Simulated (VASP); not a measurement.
# LiF (Griceite) (Fm-3m) in VASP: further runs

The runs below take LiF (Griceite) through single point, with PBE.

All numbers are computed with VASP 6.6.1; they aren't measurements. Logs are shortened: lines on timing, memory, paths and dates and some standing lists are left out, and cuts for length are marked.

## Step 1: The cell of the first run

Symmetry: Fm-3m, No. 225, cubic system. Conventional cell: a = 3.984 Å, b = 3.984 Å, c = 3.984 Å, α = 90.00°, β = 90.00°, γ = 90.00°. Within 2.6 Å of Li (site symmetry m-3m) lie 6 F at 1.99 Å. Within 2.6 Å of F (site symmetry m-3m) lie 6 Li at 1.99 Å.

## Step 2: Single point, PBE (volume scaled by 0.94)

Contents of INCAR:

```
SYSTEM = LiF
ALGO = Normal ; EDIFF = 1E-6
ENCUT = 520 ; GGA = PE
ISIF = 2 ; ISMEAR = 0
LASPH = .TRUE. ; LCHARG = .FALSE.
LREAL = .FALSE. ; LWAVE = .FALSE.
NBANDS = 12 ; NELM = 60
PREC = Accurate ; SIGMA = 0.02
```

Contents of KPOINTS:

```
k-points
0
G
  10 10 10
  0 0 0
```

Contents of POSCAR:

```
LiF
1.0
    0.0000000000      1.9920215868      1.9920215868
    1.9920215868      0.0000000000      1.9920215868
    1.9920215868      1.9920215868      0.0000000000
Li F
1 1
Direct
    0.0000000000      0.0000000000      0.0000000000
    0.5000000000      0.5000000000      0.5000000000
```

Potentials or basis: VASP PAW PBE potentials, release 64 (Li_sv, F).

Run with:

```sh
> cat potpaw_PBE.64/Li_sv/POTCAR potpaw_PBE.64/F/POTCAR > POTCAR
> mpirun -np 1 vasp_std > vasp.out
```

OUTCAR:

```text
SYSTEM = LiF
   EDIFF = 1E-6
   ENCUT = 520
   GGA = PE
   ISIF = 2
   ISMEAR = 0
   LASPH = .TRUE.
   LREAL = .FALSE.
   NELM = 60
   PREC = Accurate

 ion  position               nearest neighbor table
   1  0.000  0.000  0.000-   2 1.99   2 1.99   2 1.99   2 1.99   2 1.99   2 1.99
   2  0.500  0.500  0.500-   1 1.99   1 1.99   1 1.99   1 1.99   1 1.99   1 1.99

  LATTYP: Found a face centered cubic cell.
 ALAT       =     3.9840431736

  Lattice vectors:

 A1 = (   0.0000000000,   1.9920215868,   1.9920215868)
 A2 = (   1.9920215868,   0.0000000000,   1.9920215868)
 A3 = (   1.9920215868,   1.9920215868,   0.0000000000)

Analysis of symmetry for initial positions (statically):
=====================================================================
 Subroutine PRICEL returns:
 Original cell was already a primitive cell.

 Routine SETGRP: Setting up the symmetry group for a
 face centered cubic supercell.

 Subroutine GETGRP returns: Found 48 space group operations
 (whereof 48 operations were pure point group operations)
 out of a pool of 48 trial point group operations.

The static configuration has the point symmetry O_h .

Analysis of symmetry for dynamics (positions and initial velocities):
=====================================================================
 Subroutine PRICEL returns:
 Original cell was already a primitive cell.

 Routine SETGRP: Setting up the symmetry group for a
 face centered cubic supercell.

 Subroutine GETGRP returns: Found 48 space group operations
 (whereof 48 operations were pure point group operations)
 out of a pool of 48 trial point group operations.

The dynamic configuration has the point symmetry O_h .

 Subroutine INISYM returns: Found 48 space group operations
 (whereof 48 operations are pure point group operations),
 and found     1 'primitive' translations

----------------------------------------------------------------------------------------

                                     Primitive cell

  volume of cell :      15.8093

  direct lattice vectors                    reciprocal lattice vectors
     0.000000000  1.992021587  1.992021587    -0.251001296  0.251001296  0.251001296
     1.992021587  0.000000000  1.992021587     0.251001296 -0.251001296  0.251001296
     1.992021587  1.992021587  0.000000000     0.251001296  0.251001296 -0.251001296

  length of vectors
     2.817143945  2.817143945  2.817143945     0.434746997  0.434746997  0.434746997

  position of ions in fractional coordinates (direct lattice)
     0.000000000  0.000000000  0.000000000
     0.500000000  0.500000000  0.500000000

  ion indices of the primitive-cell ions
   primitive index   ion index
                 1           1
                 2           2

----------------------------------------------------------------------------------------

 KPOINTS: k-points

Automatic generation of k-mesh.
 Grid dimensions read from file:
 generate k-points for:   10   10   10

 Generating k-lattice:

  Cartesian coordinates                     Fractional coordinates (reciprocal lattice)
    -0.025100130  0.025100130  0.025100130     0.100000000  0.000000000  0.000000000
     0.025100130 -0.025100130  0.025100130     0.000000000  0.100000000  0.000000000
     0.025100130  0.025100130 -0.025100130     0.000000000  0.000000000  0.100000000

  Length of vectors
     0.043474700  0.043474700  0.043474700

  Shift w.r.t. Gamma in fractional coordinates (k-lattice)
     0.000000000  0.000000000  0.000000000

 Subroutine IBZKPT returns following result:
 ===========================================

 Found     47 irreducible k-points:

 Following reciprocal coordinates:
            Coordinates               Weight
  0.000000  0.000000  0.000000      1.000000
  0.100000  0.000000  0.000000      8.000000
  0.200000  0.000000  0.000000      8.000000
  0.300000  0.000000  0.000000      8.000000
  0.400000  0.000000  0.000000      8.000000
  0.500000  0.000000  0.000000      4.000000
[... 16 lines left out ...]
  0.300000  0.300000  0.000000      6.000000
  0.400000  0.300000  0.000000     24.000000
 [... further k-points ...]
   k-points           NKPTS =     47   k-points in BZ     NKDIM =     47   number of bands    NBANDS=     12
   number of dos      NEDOS =    301   number of ions     NIONS =      2
   total plane-waves  NPLWV =  13824
   dimension x,y,z NGX =    24 NGY =   24 NGZ =   24
   dimension x,y,z NGXF=    48 NGYF=   48 NGZF=   48
   ions per type =               1   1
   NGX,Y,Z   is equivalent  to a cutoff of  14.16, 14.16, 14.16 a.u.
   NGXF,Y,Z  is equivalent  to a cutoff of  28.33, 28.33, 28.33 a.u.
 SYSTEM =  LiF
   PREC   = accura    normal or accurate (medium, high low for compatibility)
   ISTART =      0    job   : 0-new  1-cont  2-samecut
   ICHARG =      2    charge: 1-file 2-atom 10-const
   ISPIN  =      1    spin polarized calculation?
   LNONCOLLINEAR =      F non collinear calculations
   LSORBIT =      F    spin-orbit coupling
   LASPH  =      T    aspherical Exc in radial PAW
   ENCUT  =  520.0 eV  38.22 Ry    6.18 a.u.   5.24  5.24  5.24*2*pi/ulx,y,z
   NELM   =     60;   NELMIN=  2; NELMDL= -5     # of ELM steps
   EDIFF  = 0.1E-05   stopping-criterion for ELM
   LREAL  =      F    real-space projection
   EDIFFG = 0.1E-04   stopping-criterion for IOM
   NSW    =      0    number of steps for IOM
   IBRION =     -1    ionic relax: 0-MD 1-quasi-New 2-CG
   NFREE  =      0    steps in history (QN), initial steepest desc. (CG)
   ISIF   =      2    stress and relaxation
   ISYM   =      2    0-nonsym 1-usesym 2-fastsym
   POTIM  = 0.5000    time-step for ionic-motion
   TEBEG  =    0.0;   TEEND  =   0.0 temperature during run
   PSTRESS=    0.0 pullay stress
   NELECT =      10.0000    total number of electrons
   NUPDOWN=      -1.0000    fix difference up-down
   EMIN   =  10.00;   EMAX   =-10.00  energy-range for DOS
   EFERMI =   0.00;   METHOD = LEGACY
   ISMEAR =     0;   SIGMA  =   0.02  broadening in eV -4-tet -1-fermi 0-gaus
   EFERMI_NEDOS =   21; number of points for ismear=-14 and -15
   IALGO  =     38    algorithm
   IMIX   =      4    mixing-type and parameters
     AMIX     =   0.40;   BMIX     =  1.00
     AMIX_MAG =   1.60;   BMIX_MAG =  1.00
  volume/ion in A,a.u.               =       7.90        53.34
  Fermi-wavevector in a.u.,A,eV,Ry     =   1.405306  2.655643 26.869928  1.974884
  Thomas-Fermi vector in A             =   2.527780
   LORBIT       =      0    0 simple, 1 ext, 2 COOP (PROOUT), +10 PAW based schemes
   GGA     = PE    functional components
   LHFCALC =     F    Hartree Fock is set to
   AEXX    =    0.0000 exact exchange contribution
   IVDW    =     0    specifies the selected vdW correction
   LEPSILON=     F    determine dielectric tensor
   LRPA    =     F    only Hartree local field effects (RPA)
 non-spin polarized calculation
 Gauss-broadening in eV      SIGMA  =   0.02
  energy-cutoff  :      520.00
  volume of cell :       15.81
 maximum number of plane-waves:       444
 NGX is ok and might be reduce to    24
   NGX = 11   NGY = 11   NGZ = 11

 number of electron      10.0000000 magnetization

 number of electron       9.9999997 magnetization

 Free energy of the ion-electron system (eV)
  ---------------------------------------------------
  ext. energy  EPLUGINS =         0.00000000
  ---------------------------------------------------
  free energy    TOTEN  =        -9.62607505 eV

  energy without entropy =       -9.62607505  energy(sigma->0) =       -9.62607505

 E-fermi :  -0.5758     XC(G=0): -10.1439

 val. band max:       -0.8149480734   @ k =   0.0000   0.0000   0.0000
 cond. band min:       8.5761342415   @ k =   0.0000   0.0000   0.0000
 fundamental gap:      9.3910823149
 Fermi energy:        -0.5757979722

 k-point     1 :       0.0000    0.0000    0.0000
  band No.  band energies     occupation
      1     -41.6645      2.00000
      2     -20.8811      2.00000
      3      -0.8149      2.00000
      4      -0.8149      2.00000
      5      -0.8149      2.00000
      6       8.5761      0.00000
      7      23.5912      0.00000
      8      23.5912      0.00000
      9      23.5912      0.00000
     10      23.8354      0.00000
     11      23.8354      0.00000
     12      23.8354      0.00000

 k-point     2 :       0.1000    0.0000    0.0000
  band No.  band energies     occupation
      1     -41.6582      2.00000
      2     -20.8405      2.00000
      3      -1.1125      2.00000
      4      -0.8391      2.00000
      5      -0.8391      2.00000
      6       8.8649      0.00000
      7      20.7841      0.00000
      8      22.2682      0.00000
      9      22.2682      0.00000
     10      24.9282      0.00000
     11      24.9282      0.00000
     12      25.0250      0.00000

 k-point     3 :       0.2000    0.0000    0.0000
  band No.  band energies     occupation
      1     -41.6414      2.00000
      2     -20.7307      2.00000
      3      -1.8275      2.00000
      4      -0.9010      2.00000
      5      -0.9010      2.00000
      6       9.5026      0.00000
      7      18.2922      0.00000
      8      20.7346      0.00000
      9      20.7346      0.00000
     10      26.0315      0.00000
     11      26.3001      0.00000
     12      26.3001      0.00000
[... 286 lines left out ...]
 k-point    23 :       0.3000    0.3000    0.0000
  band No.  band energies     occupation
      1     -41.6081      2.00000
      2     -20.4373      2.00000
      3      -2.7960      2.00000
      4      -1.5105      2.00000
      5      -1.5105      2.00000
      6      11.7606      0.00000
      7      17.3043      0.00000
      8      18.5696      0.00000
      9      19.9669      0.00000
     10      19.9669      0.00000
     11      34.3177      0.00000
     12      34.4501      0.00000

 k-point    24 :       0.4000    0.3000    0.0000
  band No.  band energies     occupation
      1     -41.5957      2.00000
      2     -20.3190      2.00000
      3      -3.2345      2.00000
      4      -1.7306      2.00000
      5      -1.6135      2.00000
      6      12.5781      0.00000
      7      16.1796      0.00000
      8      18.0774      0.00000
      9      19.7147      0.00000
     10      20.7838      0.00000
     11      33.8653      0.00000
     12      34.6864      0.00000

 [... further k-points ...]
[... 5 lines left out ...]
  --------------------------------------------------------------------------------------
  -------------------------------------------------------------------------------------
  Total        0.4269540      0.4269540      0.4269540      0.0000000     -0.0000000      0.0000000
  in kB       43.2692663     43.2692663     43.2692663      0.0000000     -0.0000000      0.0000000
  external PRESSURE =      43.2692663 kB  Pullay stress =       0.0000000 kB

 VOLUME and BASIS-vectors are now :
 -----------------------------------------------------------------------------
  energy-cutoff  :      520.00
  volume of cell :       15.81
      direct lattice vectors                 reciprocal lattice vectors
     0.000000000  1.992021587  1.992021587    -0.251001296  0.251001296  0.251001296
     1.992021587  0.000000000  1.992021587     0.251001296 -0.251001296  0.251001296
     1.992021587  1.992021587  0.000000000     0.251001296  0.251001296 -0.251001296

 POSITION                                       TOTAL-FORCE (eV/Angst)
 -----------------------------------------------------------------------------------
      0.00000      0.00000      0.00000         0.000000     -0.000000     -0.000000
      1.99202      1.99202      1.99202        -0.000000      0.000000      0.000000
 -----------------------------------------------------------------------------------
    total drift:                               -0.000000     -0.000000      0.000000

  FREE ENERGIE OF THE ION-ELECTRON SYSTEM (eV)
  ---------------------------------------------------
  free  energy   TOTEN  =        -9.6260750505 eV

  energy  without entropy=       -9.6260750505  energy(sigma->0) =       -9.62607505
```

Run time: 5.6 s. Hardware: 1 thread of Intel Xeon Platinum 8488C (Sapphire Rapids), shared host; peak memory 0.13 GiB.

Results:

| Quantity | Value |
| --- | --- |
| Free energy | -9.6261 eV |
| Band gap on the k mesh | 9.39 eV, direct |

Levels at points of the mesh, in eV from the valence-band top:
| k point | band 3 | band 4 | band 5 | band 6 | band 7 | band 8 |
| --- | --- | --- | --- | --- | --- | --- |
| (0.00, 0.00, 0.00) | 0.00 | 0.00 | 0.00 | 9.39 | 24.41 | 24.41 |
| (0.50, 0.00, 0.00) | -2.62 | -0.24 | -0.24 | 10.95 | 17.13 | 19.16 |
| (0.50, 0.50, 0.00) | -3.15 | -1.05 | -1.05 | 15.12 | 16.63 | 17.85 |

Caveat: the cutoff is under 1.25 times the usual one of these potentials, so pressure, stress and relaxed cells hold a basis-set (Pulay) error.

## Step 3: Single point, PBE (volume scaled by 0.91)

Contents of INCAR:

```
SYSTEM = LiF
PREC = Accurate ; ENCUT = 520
EDIFF = 1E-6 ; ISMEAR = 0
SIGMA = 0.02 ; LREAL = .FALSE.
LASPH = .TRUE. ; NELM = 100
ALGO = Normal ; ISIF = 2
LWAVE = .FALSE. ; LCHARG = .FALSE.
GGA = PE ; NBANDS = 12
```

Contents of KPOINTS:

```
regular mesh
0
G
  10 10 10
  0 0 0
```

Contents of POSCAR:

```
LiF
1.0
    0.0000000000      1.9706003397      1.9706003397
    1.9706003397      0.0000000000      1.9706003397
    1.9706003397      1.9706003397      0.0000000000
Li F
1 1
Direct
    0.0000000000      0.0000000000      0.0000000000
    0.5000000000      0.5000000000      0.5000000000
```

Potentials or basis: VASP PAW PBE potentials, release 64 (Li_sv, F).

Run with:

```sh
> cat potpaw_PBE.64/Li_sv/POTCAR potpaw_PBE.64/F/POTCAR > POTCAR
> mpirun -np 1 vasp_std > vasp.out
```

OUTCAR:

```text
SYSTEM = LiF
   PREC = Accurate
   ENCUT = 520
   EDIFF = 1E-6
   ISMEAR = 0
   LREAL = .FALSE.
   LASPH = .TRUE.
   NELM = 100
   ISIF = 2
   GGA = PE

 ion  position               nearest neighbor table
   1  0.000  0.000  0.000-   2 1.97   2 1.97   2 1.97   2 1.97   2 1.97   2 1.97
   2  0.500  0.500  0.500-   1 1.97   1 1.97   1 1.97   1 1.97   1 1.97   1 1.97

  LATTYP: Found a face centered cubic cell.
 ALAT       =     3.9412006794

  Lattice vectors:

 A1 = (   0.0000000000,   1.9706003397,   1.9706003397)
 A2 = (   1.9706003397,   0.0000000000,   1.9706003397)
 A3 = (   1.9706003397,   1.9706003397,   0.0000000000)

Analysis of symmetry for initial positions (statically):
=====================================================================
 Subroutine PRICEL returns:
 Original cell was already a primitive cell.

 Routine SETGRP: Setting up the symmetry group for a
 face centered cubic supercell.

 Subroutine GETGRP returns: Found 48 space group operations
 (whereof 48 operations were pure point group operations)
 out of a pool of 48 trial point group operations.

The static configuration has the point symmetry O_h .

Analysis of symmetry for dynamics (positions and initial velocities):
[... 167 lines left out ...]
 k-point     1 :       0.0000    0.0000    0.0000
  band No.  band energies     occupation
      1     -41.3919      2.00000
      2     -20.7665      2.00000
      3      -0.6052      2.00000
      4      -0.6052      2.00000
      5      -0.6052      2.00000
      6       9.0900      0.00000
      7      24.2377      0.00000
      8      24.2377      0.00000
      9      24.2377      0.00000
     10      24.3688      0.00000
     11      24.3688      0.00000
     12      24.3688      0.00000
[... 331 lines left out ...]
 k-point    24 :       0.4000    0.3000    0.0000
  band No.  band energies     occupation
      1     -41.3127      2.00000
      2     -20.1679      2.00000
      3      -3.1300      2.00000
      4      -1.5659      2.00000
      5      -1.4434      2.00000
      6      13.1040      0.00000
      7      16.5906      0.00000
      8      18.6447      0.00000
      9      20.2931      0.00000
     10      21.3676      0.00000
     11      34.8423      0.00000
     12      35.4864      0.00000

 [... further k-points ...]
[... 5 lines left out ...]
  --------------------------------------------------------------------------------------
  -------------------------------------------------------------------------------------
  Total        0.6994417      0.6994417      0.6994417      0.0000000      0.0000000     -0.0000000
  in kB       73.2211335     73.2211335     73.2211335      0.0000000      0.0000000     -0.0000000
  external PRESSURE =      73.2211335 kB  Pullay stress =       0.0000000 kB

 VOLUME and BASIS-vectors are now :
 -----------------------------------------------------------------------------
  energy-cutoff  :      520.00
  volume of cell :       15.30
      direct lattice vectors                 reciprocal lattice vectors
     0.000000000  1.970600340  1.970600340    -0.253729785  0.253729785  0.253729785
     1.970600340  0.000000000  1.970600340     0.253729785 -0.253729785  0.253729785
     1.970600340  1.970600340  0.000000000     0.253729785  0.253729785 -0.253729785

 POSITION                                       TOTAL-FORCE (eV/Angst)
 -----------------------------------------------------------------------------------
      0.00000      0.00000      0.00000        -0.000000     -0.000000      0.000000
      1.97060      1.97060      1.97060         0.000000      0.000000     -0.000000
 -----------------------------------------------------------------------------------
    total drift:                               -0.000000     -0.000000      0.000000

  FREE ENERGIE OF THE ION-ELECTRON SYSTEM (eV)
  ---------------------------------------------------
  free  energy   TOTEN  =        -9.6060875418 eV

  energy  without entropy=       -9.6060875418  energy(sigma->0) =       -9.60608754
```

OSZICAR:

```text
N       E                     dE             d eps       ncg     rms          rms(c)
DAV:   1     0.293599727722E+02    0.29360E+02   -0.53949E+03  1200   0.857E+02
DAV:   2    -0.918703669760E+01   -0.38547E+02   -0.37779E+02  1356   0.186E+02
DAV:   3    -0.101109867499E+02   -0.92395E+00   -0.92174E+00  1500   0.251E+01
DAV:   4    -0.101179526193E+02   -0.69659E-02   -0.69656E-02  1288   0.243E+00
DAV:   5    -0.101180218951E+02   -0.69276E-04   -0.69276E-04  1456   0.174E-01    0.455E+00
DAV:   6    -0.959520158535E+01    0.52282E+00   -0.23932E+00  1256   0.980E+00    0.134E+00
DAV:   7    -0.959949313570E+01   -0.42916E-02   -0.20577E-02  1484   0.126E+00    0.848E-01
DAV:   8    -0.960600091711E+01   -0.65078E-02   -0.13959E-02  1392   0.123E+00    0.107E-01
DAV:   9    -0.960601684883E+01   -0.15932E-04   -0.91421E-04  1304   0.274E-01    0.416E-02
DAV:  10    -0.960608505162E+01   -0.68203E-04   -0.11720E-04  1284   0.866E-02    0.156E-02
DAV:  11    -0.960608660200E+01   -0.15504E-05   -0.60460E-06  1392   0.230E-02    0.303E-03
DAV:  12    -0.960608754185E+01   -0.93985E-06   -0.46027E-07  1280   0.585E-03
   1 F= -.96060875E+01 E0= -.96060875E+01  d E =-.762797-102
```

Run time: 5.9 s. Hardware: 1 thread of Intel Xeon Platinum 8488C (Sapphire Rapids), shared host; peak memory 0.13 GiB.

Results:

| Quantity | Value |
| --- | --- |
| Free energy | -9.6061 eV |
| Band gap on the k mesh | 9.70 eV, direct |

Caveat: the cutoff is under 1.25 times the usual one of these potentials, so pressure, stress and relaxed cells hold a basis-set (Pulay) error. A k mesh can miss the band edges.

(Continued in part 2 of 2.)
